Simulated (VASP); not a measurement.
Input of a VASP 6.6.1 run:

The input POSCAR:

```
PtSe
1.0
    0.0000000000      3.0374472300      3.0374472300
    3.0374472300      0.0000000000      3.0374472300
    3.0374472300      3.0374472300      0.0000000000
Pt Se
1 1
Direct
    0.0000000000      0.0000000000      0.0000000000
    0.2500000000      0.2500000000      0.2500000000
```

Contents of INCAR.step1:

```
SYSTEM = PtSe
ALGO = Normal ; EDIFF = 1E-4
ENCUT = 520 ; GGA = PE
ISMEAR = -1 ; LASPH = .TRUE.
LCHARG = .FALSE. ; LDAU = .TRUE.
LDAUJ = 0 0 ; LDAUL = 2 -1
LDAUTYPE = 2 ; LDAUU = 3 0
LMAXMIX = 4 ; LREAL = .FALSE.
LWAVE = .TRUE. ; NBANDS = 15
NELM = 150 ; PREC = Accurate
SIGMA = 0.05
```

File INCAR.step2:

```
SYSTEM = PtSe
ALGO = Normal ; EDIFF = 1E-6
ENCUT = 520 ; ISIF = 2
ISMEAR = -1 ; ISTART = 1
LASPH = .TRUE. ; LCHARG = .FALSE.
LDAU = .TRUE. ; LDAUJ = 0 0
LDAUL = 2 -1 ; LDAUPRINT = 1
LDAUTYPE = 2 ; LDAUU = 3 0
LMAXMIX = 4 ; LMIXTAU = .TRUE.
LREAL = .FALSE. ; LWAVE = .FALSE.
METAGGA = R2SCAN ; NBANDS = 15
NELM = 150 ; PREC = Accurate
SIGMA = 0.05
```

The input KPOINTS:

```
k-points
0
G
  8 8 8
  0 0 0
```

Potentials or basis: VASP PAW PBE potentials, release 64 (Pt, Se).

Command:

```sh
$ cat potpaw_PBE.64/Pt/POTCAR potpaw_PBE.64/Se/POTCAR > POTCAR
$ cp INCAR.step1 INCAR
$ mpirun -np 1 vasp_std > vasp.out
$ cp INCAR.step2 INCAR
$ mpirun -np 1 vasp_std > vasp.out
```

(1) Predict the band gap on the k mesh.

(2) Predict the pressure.

Results:

(1) zero (bands 8 and 9 overlap by 2.68 eV).

(2) -14.2 GPa.

Caveat: the cell stands under tension; the PAW data sets were made with another functional, which shifts forces and pressure a little; spin-orbit coupling is left out, which moves the levels of the heavy elements; U without spin polarisation on a metal has little footing.
